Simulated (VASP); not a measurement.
# GaAs (F-43m) in VASP: further runs

GaAs is run at these levels: LDA; tasks: electric field gradients, density of states.

Everything below comes from runs of VASP 6.6.1. Logs are shortened: lines on timing, memory, paths and dates and some standing lists are left out, and cuts for length are marked.

**1. The cell of the first run**

Symmetry: F-43m, No. 216, cubic system. Conventional cell: a = 5.710 Å, b = 5.710 Å, c = 5.710 Å, α = 90.00°, β = 90.00°, γ = 90.00°. Ga (site symmetry -43m) has 4 As at 2.47 Å within 3.3 Å. As (site symmetry -43m) has 4 Ga at 2.47 Å within 3.3 Å.

**2. Electric field gradients, LDA (volume scaled by 1.03)**

The input, INCAR:

```
SYSTEM = GaAs
PREC = Accurate
ENCUT = 520
EDIFF = 1E-8
ISMEAR = -1
SIGMA = 0.05
LREAL = .False.
LASPH = .True.
NELM = 80
ALGO = Normal
ISIF = 2
LWAVE = .False.
LCHARG = .False.
LEFG = .True.
NBANDS = 16
```

The input, KPOINTS:

```
Automatic mesh
0
Gamma
  11 11 11
  0 0 0
```

The input, POSCAR:

```
GaAs
1.0
    0.0000000000      2.8548404342      2.8548404342
    2.8548404342      0.0000000000      2.8548404342
    2.8548404342      2.8548404342      0.0000000000
Ga As
1 1
Direct
    0.0000000000      0.0000000000      0.0000000000
    0.7500000000      0.7500000000      0.7500000000
```

Potentials or basis: VASP PAW LDA potentials, release 64 (Ga_d, As).

On the command line:

```sh
> cat potpaw_LDA.64/Ga_d/POTCAR potpaw_LDA.64/As/POTCAR > POTCAR
> mpirun -np 1 vasp_std > vasp.out
```

OUTCAR:

```text
SYSTEM = GaAs
   PREC = Accurate
   ENCUT = 520
   EDIFF = 1E-8
   ISMEAR = -1
   LREAL = .False.
   LASPH = .True.
   NELM = 80
   ISIF = 2

 ion  position               nearest neighbor table
   1  0.000  0.000  0.000-   2 2.47   2 2.47   2 2.47   2 2.47
   2  0.750  0.750  0.750-   1 2.47   1 2.47   1 2.47   1 2.47

  LATTYP: Found a face centered cubic cell.
 ALAT       =     5.7096808684

  Lattice vectors:

 A1 = (   0.0000000000,   2.8548404342,   2.8548404342)
 A2 = (   2.8548404342,   0.0000000000,   2.8548404342)
 A3 = (   2.8548404342,   2.8548404342,   0.0000000000)

Analysis of symmetry for initial positions (statically):
=====================================================================
 Subroutine PRICEL returns:
 Original cell was already a primitive cell.

 Routine SETGRP: Setting up the symmetry group for a
 face centered cubic supercell.

 Subroutine GETGRP returns: Found 24 space group operations
 (whereof 24 operations were pure point group operations)
 out of a pool of 48 trial point group operations.

The static configuration has the point symmetry T_d .

Analysis of symmetry for dynamics (positions and initial velocities):
=====================================================================
 Subroutine PRICEL returns:
 Original cell was already a primitive cell.

 Routine SETGRP: Setting up the symmetry group for a
 face centered cubic supercell.

 Subroutine GETGRP returns: Found 24 space group operations
 (whereof 24 operations were pure point group operations)
 out of a pool of 48 trial point group operations.

The dynamic configuration has the point symmetry T_d .

 Subroutine INISYM returns: Found 24 space group operations
 (whereof 24 operations are pure point group operations),
 and found     1 'primitive' translations

----------------------------------------------------------------------------------------

                                     Primitive cell

  volume of cell :      46.5345

  direct lattice vectors                    reciprocal lattice vectors
     0.000000000  2.854840434  2.854840434    -0.175141137  0.175141137  0.175141137
     2.854840434  0.000000000  2.854840434     0.175141137 -0.175141137  0.175141137
     2.854840434  2.854840434  0.000000000     0.175141137  0.175141137 -0.175141137

  length of vectors
     4.037354060  4.037354060  4.037354060     0.303353348  0.303353348  0.303353348

  position of ions in fractional coordinates (direct lattice)
     0.000000000  0.000000000  0.000000000
     0.750000000  0.750000000  0.750000000

  ion indices of the primitive-cell ions
   primitive index   ion index
                 1           1
                 2           2

----------------------------------------------------------------------------------------

 KPOINTS: Automatic mesh

Automatic generation of k-mesh.
 Grid dimensions read from file:
 generate k-points for:   11   11   11

 Generating k-lattice:

  Cartesian coordinates                     Fractional coordinates (reciprocal lattice)
    -0.015921922  0.015921922  0.015921922     0.090909091  0.000000000  0.000000000
     0.015921922 -0.015921922  0.015921922     0.000000000  0.090909091  0.000000000
     0.015921922  0.015921922 -0.015921922     0.000000000  0.000000000  0.090909091

  Length of vectors
     0.027577577  0.027577577  0.027577577

  Shift w.r.t. Gamma in fractional coordinates (k-lattice)
     0.000000000  0.000000000  0.000000000

 Subroutine IBZKPT returns following result:
 ===========================================

 Found     56 irreducible k-points:

 Following reciprocal coordinates:
            Coordinates               Weight
  0.000000  0.000000  0.000000      1.000000
  0.090909  0.000000  0.000000      8.000000
  0.181818  0.000000  0.000000      8.000000
  0.272727  0.000000  0.000000      8.000000
  0.363636  0.000000  0.000000      8.000000
  0.454545  0.000000  0.000000      8.000000
[... 16 lines left out ...]
 -0.272727  0.181818  0.000000     24.000000
 -0.181818  0.181818  0.000000     12.000000
 [... further k-points ...]
   k-points           NKPTS =     56   k-points in BZ     NKDIM =     56   number of bands    NBANDS=     16
   number of dos      NEDOS =    301   number of ions     NIONS =      2
   total plane-waves  NPLWV =  27000
   dimension x,y,z NGX =    30 NGY =   30 NGZ =   30
   dimension x,y,z NGXF=    60 NGYF=   60 NGZF=   60
   ions per type =               1   1
   NGX,Y,Z   is equivalent  to a cutoff of  12.35, 12.35, 12.35 a.u.
   NGXF,Y,Z  is equivalent  to a cutoff of  24.71, 24.71, 24.71 a.u.
 SYSTEM =  GaAs
   PREC   = accura    normal or accurate (medium, high low for compatibility)
   ISTART =      0    job   : 0-new  1-cont  2-samecut
   ICHARG =      2    charge: 1-file 2-atom 10-const
   ISPIN  =      1    spin polarized calculation?
   LNONCOLLINEAR =      F non collinear calculations
   LSORBIT =      F    spin-orbit coupling
   LASPH  =      T    aspherical Exc in radial PAW
   ENCUT  =  520.0 eV  38.22 Ry    6.18 a.u.   7.51  7.51  7.51*2*pi/ulx,y,z
   NELM   =     80;   NELMIN=  2; NELMDL= -5     # of ELM steps
   EDIFF  = 0.1E-07   stopping-criterion for ELM
   LREAL  =      F    real-space projection
   EDIFFG = 0.1E-06   stopping-criterion for IOM
   NSW    =      0    number of steps for IOM
   IBRION =     -1    ionic relax: 0-MD 1-quasi-New 2-CG
   NFREE  =      0    steps in history (QN), initial steepest desc. (CG)
   ISIF   =      2    stress and relaxation
   ISYM   =      2    0-nonsym 1-usesym 2-fastsym
   POTIM  = 0.5000    time-step for ionic-motion
   TEBEG  =    0.0;   TEEND  =   0.0 temperature during run
   PSTRESS=    0.0 pullay stress
   NELECT =      18.0000    total number of electrons
   NUPDOWN=      -1.0000    fix difference up-down
   EMIN   =  10.00;   EMAX   =-10.00  energy-range for DOS
   EFERMI =   0.00;   METHOD = LEGACY
   ISMEAR =    -1;   SIGMA  =   0.05  broadening in eV -4-tet -1-fermi 0-gaus
   EFERMI_NEDOS =   21; number of points for ismear=-14 and -15
   IALGO  =     38    algorithm
   IMIX   =      4    mixing-type and parameters
     AMIX     =   0.40;   BMIX     =  1.00
     AMIX_MAG =   1.60;   BMIX_MAG =  1.00
  volume/ion in A,a.u.               =      23.27       157.02
  Fermi-wavevector in a.u.,A,eV,Ry     =   1.192817  2.254097 19.358539  1.422812
  Thomas-Fermi vector in A             =   2.328846
   LORBIT       =      0    0 simple, 1 ext, 2 COOP (PROOUT), +10 PAW based schemes
   GGA     = CA    functional components
   LHFCALC =     F    Hartree Fock is set to
   AEXX    =    0.0000 exact exchange contribution
   IVDW    =     0    specifies the selected vdW correction
   LEPSILON=     F    determine dielectric tensor
   LRPA    =     F    only Hartree local field effects (RPA)
 non-spin polarized calculation
  energy-cutoff  :      520.00
  volume of cell :       46.53
 maximum number of plane-waves:      1273
 NGX is ok and might be reduce to    30
   NGX = 15   NGY = 15   NGZ = 15

 number of electron      17.9999984 magnetization

 Free energy of the ion-electron system (eV)
  ---------------------------------------------------
  ext. energy  EPLUGINS =         0.00000000
  ---------------------------------------------------
  free energy    TOTEN  =        -9.61537246 eV

  energy without entropy =       -9.61515476  energy(sigma->0) =       -9.61526361

 E-fermi :   3.6353     XC(G=0):  -9.7829

 val. band max:        3.5223085685   @ k =   0.0000   0.0000   0.0000
 cond. band min:       3.6360566915   @ k =   0.0000   0.0000   0.0000
 fundamental gap:      0.1137481230
 Fermi energy:         3.6353402699

 k-point     1 :       0.0000    0.0000    0.0000
  band No.  band energies     occupation
      1     -11.3526      2.00000
      2     -11.3526      2.00000
      3     -11.3526      2.00000
      4     -11.2814      2.00000
      5     -11.2814      2.00000
      6      -9.0343      2.00000
[... 8 lines left out ...]
     15      13.6167      0.00000
     16      13.6167      0.00000
[... 419 lines left out ...]
 k-point    24 :      -0.1818    0.1818    0.0000
  band No.  band energies     occupation
      1     -11.3993      2.00000
      2     -11.3394      2.00000
      3     -11.3369      2.00000
      4     -11.2840      2.00000
      5     -11.2795      2.00000
      6      -8.1202      2.00000
[... 8 lines left out ...]
     15      13.4831      0.00000
     16      14.1530      0.00000

 [... further k-points ...]

------------------------ aborting loop because EDIFF is reached ----------------------------------------

  FORCE on cell =-STRESS in cart. coord.  units (eV):
  Direction    XX          YY          ZZ          XY          YZ          ZX
  --------------------------------------------------------------------------------------
  -------------------------------------------------------------------------------------
  Total       -0.9914758     -0.9914758     -0.9914758      0.0000000      0.0000000      0.0000000
  in kB      -34.1363597    -34.1363597    -34.1363597      0.0000000      0.0000000      0.0000000
  external PRESSURE =     -34.1363597 kB  Pullay stress =       0.0000000 kB

 VOLUME and BASIS-vectors are now :
 -----------------------------------------------------------------------------
  energy-cutoff  :      520.00
  volume of cell :       46.53
      direct lattice vectors                 reciprocal lattice vectors
     0.000000000  2.854840434  2.854840434    -0.175141137  0.175141137  0.175141137
     2.854840434  0.000000000  2.854840434     0.175141137 -0.175141137  0.175141137
     2.854840434  2.854840434  0.000000000     0.175141137  0.175141137 -0.175141137

 POSITION                                       TOTAL-FORCE (eV/Angst)
 -----------------------------------------------------------------------------------
      0.00000      0.00000      0.00000        -0.000000     -0.000000     -0.000000
      4.28226      4.28226      4.28226         0.000000      0.000000      0.000000
 -----------------------------------------------------------------------------------
    total drift:                               -0.000000     -0.000000     -0.000000

  FREE ENERGIE OF THE ION-ELECTRON SYSTEM (eV)
  ---------------------------------------------------
  free  energy   TOTEN  =        -9.6153724570 eV

  energy  without entropy=       -9.6151547553  energy(sigma->0) =       -9.61526361

 Electric field gradients (V/A^2)
---------------------------------------------------------------------
 ion       V_xx      V_yy      V_zz      V_xy      V_xz      V_yz
---------------------------------------------------------------------
   1       0.000     0.000    -0.000    -0.002    -0.002    -0.002
   2       0.000     0.000    -0.000     0.000     0.000     0.000
---------------------------------------------------------------------

 Electric field gradients after diagonalization (V/A^2)
 (convention: |V_zz| > |V_xx| > |V_yy|)
----------------------------------------------------------------------
 ion       V_xx      V_yy      V_zz     asymmetry (V_yy - V_xx)/ V_zz
----------------------------------------------------------------------
   1       0.002     0.002    -0.004       0.000
   2      -0.000    -0.000     0.001       0.000
----------------------------------------------------------------------

           NMR quadrupolar parameters

 Cq : quadrupolar parameter    Cq=e*Q*V_zz/h
 eta: asymmetry parameters     (V_yy - V_xx)/ V_zz
 Q  : nuclear electric quadrupole moment in mb (millibarn)
----------------------------------------------------------------------
 ion       Cq(MHz)       eta       Q (mb)
----------------------------------------------------------------------
   1      -0.000       0.000       1.000
   2       0.000       0.000       1.000
----------------------------------------------------------------------
```

Wall time 21 s (1 thread of Intel Xeon 6975P-C (Granite Rapids), shared host); peak memory 0.17 GiB.

What came out:

```yaml
Free_energy: -9.6154 eV
Pressure: -3.4 GPa
Band_gap_on_the_k_mesh: 0.11 eV, direct
```

Levels at points of the mesh, in eV from the valence-band top:
```csv
k point,band 6,band 7,band 8,band 9,band 10,band 11,band 12,band 13
"(0.00, 0.00, 0.00)",-12.56,0.00,0.00,0.00,0.11,3.67,3.67,3.67
```

Caveat: the cell differs from its parent crystal (volume scaled by 1.03); without QUAD_EFG the Cq values of the log hold for a quadrupole moment of 1 mb, not for the nuclei.

**3. Density of states, LDA**

This run uses another cell than the first one, of 22.59 Å³/atom, 0.971 times its volume.

The input, POSCAR:

```
GaAs
1.0
    0.0000000000      2.8268500000      2.8268500000
    2.8268500000      0.0000000000      2.8268500000
    2.8268500000      2.8268500000      0.0000000000
Ga As
1 1
Direct
    0.0000000000      0.0000000000      0.0000000000
    0.7500000000      0.7500000000      0.7500000000
```

The input, INCAR.step1:

```
SYSTEM = GaAs
  ALGO = Normal
  EDIFF = 1E-6
  ENCUT = 520
  GGA = CA
  ISIF = 2
  ISMEAR = -1
  LASPH = .TRUE.
  LCHARG = .TRUE.
  LREAL = .FALSE.
  LWAVE = .FALSE.
  NBANDS = 16
  NELM = 80
  PREC = Accurate
  SIGMA = 0.05
```

The input, KPOINTS.step1:

```
k-points
0
G
  11 11 11
  0 0 0
```

The input, INCAR.step2:

```
SYSTEM = GaAs
  ALGO = Normal
  EDIFF = 1E-6
  ENCUT = 520
  GGA = CA
  ICHARG = 11
  ISIF = 2
  ISMEAR = -5
  LASPH = .TRUE.
  LCHARG = .FALSE.
  LORBIT = 11
  LREAL = .FALSE.
  LWAVE = .FALSE.
  NEDOS = 2001
  NELM = 80
  PREC = Accurate
  SIGMA = 0.05
```

The input, KPOINTS.step2:

```
k-points
0
G
  17 17 17
  0 0 0
```

Potentials or basis: VASP PAW LDA potentials, release 64 (Ga_d, As).

On the command line:

```sh
> cat potpaw_LDA.64/Ga_d/POTCAR potpaw_LDA.64/As/POTCAR > POTCAR
> cp INCAR.step1 INCAR
> cp KPOINTS.step1 KPOINTS
> mpirun -np 1 vasp_std > vasp.out
> cp INCAR.step2 INCAR
> cp KPOINTS.step2 KPOINTS
> mpirun -np 1 vasp_std > vasp.out
```

Run time: 44 s. Hardware: 1 thread of Intel Xeon 6975P-C (Granite Rapids), shared host; peak memory 0.22 GiB.

The run converged. Its results:

| Quantity | Value |
| --- | --- |
| Valence electrons inside the program's atomic spheres | Ga 11.69; As 2.84 |

Levels at points of the mesh, in eV from the valence-band top:
```tsv
k point	band 6	band 7	band 8	band 9	band 10	band 11	band 12	band 13
(0.00, 0.00, 0.00)	-12.76	0.00	0.00	0.00	0.33	3.68	3.68	3.68
```
